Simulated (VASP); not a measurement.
Write the native input for VASP 6.6.1 that does the following.

```yaml
Task: single point
Functional: BLYP
Dispersion: D3(BJ)
Potentials_or_basis: VASP PAW PBE potentials, release 64 (Al)
Cutoff: 520 eV
k_mesh: 12 × 12 × 12
Occupations: fermi-dirac, width 0.05 eV
Spin: no spin polarisation
Dipole_correction: no
Further_INCAR_settings: ALGO = Normal; EDIFF = 1e-06; NBANDS = 8
```

The structure of Al lies in POSCAR:

```
Al
1.0
   -1.5864847538      1.5864847538      1.5864847538
    1.5864847538     -1.5864847538      1.5864847538
    1.5864847538      1.5864847538     -1.5864847538
Al
1
Direct
    0.0000000000      0.0000000000      0.0000000000
```

These files were run (other wordings do the same):

INCAR

```
SYSTEM = Al
  PREC = Accurate
  ENCUT = 520
  EDIFF = 1E-6
  ISMEAR = -1
  SIGMA = 0.05
  LREAL = .FALSE.
  LASPH = .TRUE.
  NELM = 80
  ALGO = Normal
  ISIF = 2
  LWAVE = .FALSE.
  LCHARG = .FALSE.
  GGA = B5
  ALDAX = 1.0
  AGGAX = 1.0
  AGGAC = 1.0
  ALDAC = 0.0
  IVDW = 12
  VDW_S6 = 1.0
  VDW_S8 = 2.6996
  VDW_A1 = 0.4298
  VDW_A2 = 4.2359
  NBANDS = 8
```

KPOINTS

```
Automatic mesh
0
G
  12 12 12
  0 0 0
```

Potentials or basis: VASP PAW PBE potentials, release 64 (Al).

Run with:

```bash
$ cat potpaw_PBE.64/Al/POTCAR > POTCAR
$ mpirun -np 1 vasp_std > vasp.out
```

It gave:

* Pressure: 0.2 GPa
* Dispersion energy per atom: -0.800 eV

Caveat: the PAW data sets were made with another functional, which shifts forces and pressure a little; pairwise dispersion overbinds metals, which lowers pressure and volume.

Wall time 9.5 s on 1 thread of AMD EPYC 7R43 64-Core Processor (Zen 3), on a shared host, peak memory 0.09 GiB.
